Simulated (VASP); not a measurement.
# GaN (Fm-3m) in VASP: a series of runs, part 2 of 2

VASP 6.6.1. The steps go on from the part before.

## (3) Single point, r2SCAN

This run uses another cell than the first one, of 10.51 Å³/atom, 1.025 times its volume.

POSCAR reads:

```
GaN
1.0
    0.0000000000      2.1907202943      2.1907202943
    2.1907202943      0.0000000000      2.1907202943
    2.1907202943      2.1907202943      0.0000000000
Ga N
1 1
Direct
    0.0000000000      0.0000000000      0.0000000000
    0.5000000000      0.5000000000      0.5000000000
```

INCAR.step1 reads:

```
  ALGO = Normal
  EDIFF = 1E-4
  ENCUT = 520
  GGA = PE
  ISMEAR = 0
  LASPH = T
  LCHARG = F
  LREAL = F
  LWAVE = T
  NBANDS = 16
  NELM = 100
  PREC = Accurate
  SIGMA = 0.01
```

INCAR.step2 reads:

```
  ALGO = Normal
  EDIFF = 1E-6
  ENCUT = 520
  ISIF = 2
  ISMEAR = 0
  ISTART = 1
  LASPH = T
  LCHARG = T
  LELF = T
  LMIXTAU = T
  LREAL = F
  LVHAR = T
  LWAVE = F
  METAGGA = R2SCAN
  NBANDS = 16
  NELM = 100
  PREC = Accurate
  SIGMA = 0.01
```

KPOINTS reads:

```
k-points
0
Gamma
  8 8 8
```

Potentials or basis: VASP PAW PBE potentials, release 64 (Ga_d, N).

On the command line:

```console
$ cat potpaw_PBE.64/Ga_d/POTCAR potpaw_PBE.64/N/POTCAR > POTCAR
$ cp INCAR.step1 INCAR
$ mpirun -np 1 vasp_std > vasp.out
$ cp INCAR.step2 INCAR
$ mpirun -np 1 vasp_std > vasp.out
```

OUTCAR:

```text
EDIFF = 1E-6
   ENCUT = 520
   ISIF = 2
   ISMEAR = 0
   ISTART = 1
   LASPH = T
   LREAL = F
   METAGGA = R2SCAN
   NELM = 100
   PREC = Accurate

 ion  position               nearest neighbor table
   1  0.000  0.000  0.000-   2 2.19   2 2.19   2 2.19   2 2.19   2 2.19   2 2.19
   2  0.500  0.500  0.500-   1 2.19   1 2.19   1 2.19   1 2.19   1 2.19   1 2.19

  LATTYP: Found a face centered cubic cell.
 ALAT       =     4.3814405886

  Lattice vectors:

 A1 = (   0.0000000000,   2.1907202943,   2.1907202943)
 A2 = (   2.1907202943,   0.0000000000,   2.1907202943)
 A3 = (   2.1907202943,   2.1907202943,   0.0000000000)

Analysis of symmetry for initial positions (statically):
=====================================================================
 Subroutine PRICEL returns:
 Original cell was already a primitive cell.

 Routine SETGRP: Setting up the symmetry group for a
 face centered cubic supercell.

 Subroutine GETGRP returns: Found 48 space group operations
 (whereof 48 operations were pure point group operations)
 out of a pool of 48 trial point group operations.

The static configuration has the point symmetry O_h .

Analysis of symmetry for dynamics (positions and initial velocities):
=====================================================================
 Subroutine PRICEL returns:
 Original cell was already a primitive cell.

 Routine SETGRP: Setting up the symmetry group for a
 face centered cubic supercell.

 Subroutine GETGRP returns: Found 48 space group operations
 (whereof 48 operations were pure point group operations)
 out of a pool of 48 trial point group operations.

The dynamic configuration has the point symmetry O_h .

 Subroutine INISYM returns: Found 48 space group operations
 (whereof 48 operations are pure point group operations),
 and found     1 'primitive' translations

----------------------------------------------------------------------------------------

                                     Primitive cell

  volume of cell :      21.0277

  direct lattice vectors                    reciprocal lattice vectors
     0.000000000  2.190720294  2.190720294    -0.228235435  0.228235435  0.228235435
     2.190720294  0.000000000  2.190720294     0.228235435 -0.228235435  0.228235435
     2.190720294  2.190720294  0.000000000     0.228235435  0.228235435 -0.228235435

  length of vectors
     3.098146352  3.098146352  3.098146352     0.395315370  0.395315370  0.395315370

  position of ions in fractional coordinates (direct lattice)
     0.000000000  0.000000000  0.000000000
     0.500000000  0.500000000  0.500000000

  ion indices of the primitive-cell ions
   primitive index   ion index
                 1           1
                 2           2

----------------------------------------------------------------------------------------

 KPOINTS: k-points

Automatic generation of k-mesh.
 Grid dimensions read from file:
 generate k-points for:    8    8    8

 Generating k-lattice:

  Cartesian coordinates                     Fractional coordinates (reciprocal lattice)
    -0.028529429  0.028529429  0.028529429     0.125000000  0.000000000  0.000000000
     0.028529429 -0.028529429  0.028529429     0.000000000  0.125000000  0.000000000
     0.028529429  0.028529429 -0.028529429     0.000000000  0.000000000  0.125000000

  Length of vectors
     0.049414421  0.049414421  0.049414421

  Shift w.r.t. Gamma in fractional coordinates (k-lattice)
     0.000000000  0.000000000  0.000000000

 Subroutine IBZKPT returns following result:
 ===========================================

 Found     29 irreducible k-points:

 Following reciprocal coordinates:
            Coordinates               Weight
  0.000000  0.000000  0.000000      1.000000
  0.125000  0.000000  0.000000      8.000000
  0.250000  0.000000  0.000000      8.000000
  0.375000  0.000000  0.000000      8.000000
  0.500000  0.000000  0.000000      4.000000
  0.125000  0.125000  0.000000      6.000000
[... 16 lines left out ...]
  0.500000  0.250000  0.125000     48.000000
 -0.375000  0.250000  0.125000     24.000000
 [... further k-points ...]
   k-points           NKPTS =     29   k-points in BZ     NKDIM =     29   number of bands    NBANDS=     16
   number of dos      NEDOS =    301   number of ions     NIONS =      2
   total plane-waves  NPLWV =  13824
   dimension x,y,z NGX =    24 NGY =   24 NGZ =   24
   dimension x,y,z NGXF=    48 NGYF=   48 NGZF=   48
   ions per type =               1   1
   NGX,Y,Z   is equivalent  to a cutoff of  12.88, 12.88, 12.88 a.u.
   NGXF,Y,Z  is equivalent  to a cutoff of  25.76, 25.76, 25.76 a.u.
 SYSTEM =  unknown system
   PREC   = accura    normal or accurate (medium, high low for compatibility)
   ISTART =      1    job   : 0-new  1-cont  2-samecut
   ICHARG =      0    charge: 1-file 2-atom 10-const
   ISPIN  =      1    spin polarized calculation?
   LNONCOLLINEAR =      F non collinear calculations
   LSORBIT =      F    spin-orbit coupling
   LASPH  =      T    aspherical Exc in radial PAW
   ENCUT  =  520.0 eV  38.22 Ry    6.18 a.u.   5.76  5.76  5.76*2*pi/ulx,y,z
   NELM   =    100;   NELMIN=  2; NELMDL=  0     # of ELM steps
   EDIFF  = 0.1E-05   stopping-criterion for ELM
   LREAL  =      F    real-space projection
   EDIFFG = 0.1E-04   stopping-criterion for IOM
   NSW    =      0    number of steps for IOM
   IBRION =     -1    ionic relax: 0-MD 1-quasi-New 2-CG
   NFREE  =      0    steps in history (QN), initial steepest desc. (CG)
   ISIF   =      2    stress and relaxation
   ISYM   =      2    0-nonsym 1-usesym 2-fastsym
   POTIM  = 0.5000    time-step for ionic-motion
   TEBEG  =    0.0;   TEEND  =   0.0 temperature during run
   PSTRESS=    0.0 pullay stress
   NELECT =      18.0000    total number of electrons
   NUPDOWN=      -1.0000    fix difference up-down
   EMIN   =  10.00;   EMAX   =-10.00  energy-range for DOS
   EFERMI =   0.00;   METHOD = LEGACY
   ISMEAR =     0;   SIGMA  =   0.01  broadening in eV -4-tet -1-fermi 0-gaus
   EFERMI_NEDOS =   21; number of points for ismear=-14 and -15
   IALGO  =     38    algorithm
   IMIX   =      4    mixing-type and parameters
     AMIX     =   0.40;   BMIX     =  1.00
     AMIX_MAG =   1.60;   BMIX_MAG =  1.00
  volume/ion in A,a.u.               =      10.51        70.95
  Fermi-wavevector in a.u.,A,eV,Ry     =   1.554421  2.937430 32.874744  2.416226
  Thomas-Fermi vector in A             =   2.658510
   LORBIT       =      0    0 simple, 1 ext, 2 COOP (PROOUT), +10 PAW based schemes
   METAGGA = R2SCAN    functional components
   LHFCALC =     F    Hartree Fock is set to
   AEXX    =    0.0000 exact exchange contribution
   IVDW    =     0    specifies the selected vdW correction
   LEPSILON=     F    determine dielectric tensor
   LRPA    =     F    only Hartree local field effects (RPA)
 non-spin polarized calculation
 Gauss-broadening in eV      SIGMA  =   0.01
  energy-cutoff  :      520.00
  volume of cell :       21.03
 maximum number of plane-waves:       588
   NGX = 11   NGY = 11   NGZ = 11

 number of electron      17.9999994 magnetization

 Free energy of the ion-electron system (eV)
  ---------------------------------------------------
  ext. energy  EPLUGINS =         0.00000000
  ---------------------------------------------------
  free energy    TOTEN  =       -20.81683158 eV

  energy without entropy =      -20.81683158  energy(sigma->0) =      -20.81683158

 E-fermi :   6.4369     XC(G=0): -13.4935

 val. band max:        6.3705042176   @ k =  -0.2500   0.1250   0.0000
 cond. band min:       6.7916526136   @ k =   0.5000   0.5000   0.0000
 fundamental gap:      0.4211483960
 Fermi energy:         6.4368883183

 k-point     1 :       0.0000    0.0000    0.0000
  band No.  band energies     occupation
      1     -10.6582      2.00000
      2      -8.0988      2.00000
      3      -8.0988      2.00000
      4      -8.0988      2.00000
      5      -8.0482      2.00000
      6      -8.0482      2.00000
[... 8 lines left out ...]
     15      21.7212      0.00000
     16      21.7212      0.00000
[... 419 lines left out ...]
 k-point    24 :      -0.3750    0.2500    0.1250
  band No.  band energies     occupation
      1      -9.0083      2.00000
      2      -8.1730      2.00000
      3      -8.1152      2.00000
      4      -8.0504      2.00000
      5      -7.9337      2.00000
      6      -6.6422      2.00000
[... 8 lines left out ...]
     15      25.1247      0.00000
     16      29.7676      0.00000

 [... further k-points ...]

------------------------ aborting loop because EDIFF is reached ----------------------------------------

  FORCE on cell =-STRESS in cart. coord.  units (eV):
  Direction    XX          YY          ZZ          XY          YZ          ZX
  --------------------------------------------------------------------------------------
  -------------------------------------------------------------------------------------
  Total       -2.7643587     -2.7643587     -2.7643587     -0.0000000     -0.0000000     -0.0000000
  in kB     -210.6270688   -210.6270688   -210.6270688     -0.0000000     -0.0000000     -0.0000000
  external PRESSURE =    -210.6270688 kB  Pullay stress =       0.0000000 kB

 VOLUME and BASIS-vectors are now :
 -----------------------------------------------------------------------------
  energy-cutoff  :      520.00
  volume of cell :       21.03
      direct lattice vectors                 reciprocal lattice vectors
     0.000000000  2.190720294  2.190720294    -0.228235435  0.228235435  0.228235435
     2.190720294  0.000000000  2.190720294     0.228235435 -0.228235435  0.228235435
     2.190720294  2.190720294  0.000000000     0.228235435  0.228235435 -0.228235435

 POSITION                                       TOTAL-FORCE (eV/Angst)
 -----------------------------------------------------------------------------------
      0.00000      0.00000      0.00000         0.000000     -0.000000      0.000000
      2.19072      2.19072      2.19072        -0.000000      0.000000     -0.000000
 -----------------------------------------------------------------------------------
    total drift:                                0.000000     -0.000000     -0.000000

  FREE ENERGIE OF THE ION-ELECTRON SYSTEM (eV)
  ---------------------------------------------------
  free  energy   TOTEN  =       -20.8168315773 eV

  energy  without entropy=      -20.8168315773  energy(sigma->0) =      -20.81683158
```

OSZICAR.step1:

```text
N       E                     dE             d eps       ncg     rms          rms(c)
DAV:   1     0.750979041849E+02    0.75098E+02   -0.92534E+03  1032   0.203E+03
DAV:   2    -0.791330761770E+01   -0.83011E+02   -0.77808E+02  1088   0.320E+02
DAV:   3    -0.128085875192E+02   -0.48953E+01   -0.48767E+01  1064   0.656E+01
DAV:   4    -0.128545259720E+02   -0.45938E-01   -0.45935E-01  1160   0.680E+00
DAV:   5    -0.128550661090E+02   -0.54014E-03   -0.54013E-03  1088   0.671E-01    0.706E+00
DAV:   6    -0.111707351222E+02    0.16843E+01   -0.46317E+00  1328   0.365E+01    0.244E+00
DAV:   7    -0.111550423996E+02    0.15693E-01   -0.21188E-01  1104   0.584E+00    0.155E+00
DAV:   8    -0.111415184692E+02    0.13524E-01   -0.47754E-02  1088   0.230E+00    0.725E-01
DAV:   9    -0.111391379289E+02    0.23805E-02   -0.35065E-03  1024   0.641E-01    0.153E-01
DAV:  10    -0.111392876323E+02   -0.14970E-03   -0.39380E-04  1032   0.229E-01    0.680E-02
DAV:  11    -0.111392462669E+02    0.41365E-04   -0.82643E-05   560   0.152E-01
   1 F= -.11139246E+02 E0= -.11139178E+02  d E =-.136469E-03
```

Run time: 16 s. Hardware: 1 thread of Intel Xeon 6975P-C (Granite Rapids), shared host; peak memory 0.14 GiB.

What came out:

```yaml
Free_energy: -20.8168 eV
Pressure: -21.1 GPa
Band_gap_on_the_k_mesh: 0.42 eV, indirect (least direct gap 1.97 eV)
```

Levels at points of the mesh, in eV from the valence-band top:
```tsv
k point	band 7	band 8	band 9	band 10	band 11	band 12
(0.00, 0.00, 0.00)	-0.40	-0.40	-0.40	1.57	14.83	14.83
(0.50, 0.00, 0.00)	-7.77	-0.16	-0.16	4.89	8.88	9.17
(0.50, 0.50, 0.00)	-6.41	-2.72	-2.72	0.42	8.37	11.94
```

Caveat: the PAW data sets were made with another functional, which shifts forces and pressure a little.
